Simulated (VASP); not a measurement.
Here is a VASP 6.6.1 calculation.

Contents of INCAR:

```
SYSTEM = Cr
ALGO     = Normal         ! electronic algorithm
EDIFF    = 1E-6           ! SCF threshold, eV
ENCUT    = 520            ! plane-wave cutoff, eV
GGA      = PE             ! functional
ISIF     = 2              ! what is computed and relaxed
ISMEAR   = -1             ! smearing method
ISPIN    = 2              ! spin polarisation
LASPH    = .TRUE.         ! aspherical terms in the spheres
LCHARG   = .TRUE.         ! write CHGCAR
LELF     = .TRUE.         ! ELF
LMAXMIX  = 4              ! l up to which the mixer works
LORBIT   = 11             ! projections on sites
LREAL    = .FALSE.        ! projectors in reciprocal space
LVHAR    = .TRUE.       
LWAVE    = .FALSE.        ! write WAVECAR
MAGMOM   = 0.7 -0.7 0.7 -0.7 ! initial moments
NBANDS   = 36             ! bands
NELM     = 150            ! most SCF steps
PREC     = Accurate       ! precision mode
SIGMA    = 0.05           ! smearing width, eV
```

The input KPOINTS:

```
k-points
0
G
  13 13 4
  0 0 0
```

The input POSCAR:

```
Cr
1.0
    2.7140000000      0.0000000000      0.0000000000
    1.3570000000      2.3503929459      0.0000000000
    0.0000000000      0.0000000000      8.8200000000
Cr
4
Direct
    0.6666666666      0.6666666667      0.1250000000
    0.6666666666      0.6666666667      0.6250000000
    0.3333333334      0.3333333333      0.3750000000
    0.3333333334      0.3333333333      0.8750000000
```

Potentials or basis: VASP PAW PBE potentials, release 64 (Cr_pv).

Run with:

```console
$ cat potpaw_PBE.64/Cr_pv/POTCAR > POTCAR
$ mpirun -np 1 vasp_std > vasp.out
```

(1) Predict the pressure.

(2) What does it give for the site moments?

(3) Predict the net moment.

(4) Predict the largest force.

Answers

(1) -25.4 GPa.

(2) Cr +0.79, -0.79 (each value once) μB.

(3) 0.00 μB per cell.

(4) 0.291 eV/Å.

Caveat: the cell stands under tension.
